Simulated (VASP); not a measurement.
A run of VASP 6.6.1:

File INCAR:

```
SYSTEM = Li
PREC = Accurate
ENCUT = 520
EDIFF = 1E-6
ISMEAR = 0
SIGMA = 0.1
LREAL = .FALSE.
LASPH = .TRUE.
NELM = 100
ALGO = Normal
ISIF = 2
LWAVE = .FALSE.
LCHARG = .FALSE.
LDIPOL = .TRUE.
IDIPOL = 3
DIPOL = 0.5 0.5 0.500
GGA = PE
NBANDS = 10
```

KPOINTS

```
Automatic mesh
0
G
  6 6 1
  0 0 0
```

File POSCAR:

```
Li
1.0
    3.5000000000      0.0000000000      0.0000000000
    0.0000000000      3.5000000000      0.0000000000
    0.0000000000      0.0000000000     16.0000000000
Li
2
Direct
    0.0000000000      0.5000000000      0.4453125000
    0.5000000000      0.0000000000      0.5546875000
```

Potentials or basis: VASP PAW PBE potentials, release 64 (Li_sv).

Command:

```sh
$ cat potpaw_PBE.64/Li_sv/POTCAR > POTCAR
$ mpirun -np 1 vasp_std > vasp.out
```

Hardware: 1 thread of Intel Xeon 6975P-C, on a shared host.

Q: Estimate the wall time of this run.

A: Run time: 27 s on 1 thread of Intel Xeon 6975P-C, on a shared host, peak memory 0.27 GiB. Counts: scf iterations 18, k points 10.
